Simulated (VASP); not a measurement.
Here is a VASP 6.6.1 calculation.

POSCAR

```
Cd
1.0
    2.9386100647      0.0000000000      0.0000000000
   -1.4693050324      2.5449109679      0.0000000000
    0.0000000000      0.0000000000      5.5417265037
Cd
2
Direct
    0.6666666667      0.3333333333      0.7500000000
    0.3333333333      0.6666666667      0.2500000000
```

File INCAR.step1:

```
SYSTEM = Cd
PREC     = Accurate       ! precision mode
ENCUT    = 520            ! plane-wave cutoff, eV
ISMEAR   = -1             ! smearing method
SIGMA    = 0.05           ! smearing width, eV
LREAL    = .FALSE.        ! projectors in reciprocal space
LASPH    = .TRUE.         ! aspherical terms in the spheres
NELM     = 80             ! most SCF steps
NBANDS   = 19             ! bands
GGA      = PE             ! functional
ALGO     = Normal         ! electronic algorithm
EDIFF    = 1E-4           ! SCF threshold, eV
LWAVE    = .TRUE.         ! write WAVECAR
LCHARG   = .FALSE.        ! write CHGCAR
```

INCAR.step2

```
SYSTEM = Cd
PREC     = Accurate       ! precision mode
ENCUT    = 520            ! plane-wave cutoff, eV
EDIFF    = 1E-6           ! SCF threshold, eV
ISMEAR   = -1             ! smearing method
SIGMA    = 0.05           ! smearing width, eV
LREAL    = .FALSE.        ! projectors in reciprocal space
LASPH    = .TRUE.         ! aspherical terms in the spheres
NELM     = 80             ! most SCF steps
ALGO     = Normal         ! electronic algorithm
ISIF     = 2              ! what is computed and relaxed
LWAVE    = .FALSE.        ! write WAVECAR
LCHARG   = .FALSE.        ! write CHGCAR
METAGGA  = R2SCAN         ! meta-GGA
LMIXTAU  = .TRUE.       
NBANDS   = 19             ! bands
ISTART   = 1
```

File KPOINTS:

```
regular mesh
0
G
  10 10 5
  0 0 0
```

Potentials or basis: VASP PAW PBE potentials, release 64 (Cd).

Run with:

```bash
$ cat potpaw_PBE.64/Cd/POTCAR > POTCAR
$ cp INCAR.step1 INCAR
$ mpirun -np 1 vasp_std > vasp.out
$ cp INCAR.step2 INCAR
$ mpirun -np 1 vasp_std > vasp.out
```

**Question.** What does it give for the pressure?

**Answer.** 3.8 GPa.

**Question.** Estimate the band gap on the k mesh.

**Answer.** Zero (band 12 reaches 4.37 eV, above the bottom of band 13 at 0.10 eV).

Stress tensor (GPa, compression positive):
```
4.31 0.00 0.00
0.00 4.31 0.00
0.00 0.00 2.65
```

Caveat: the PAW data sets were made with another functional, which shifts forces and pressure a little.
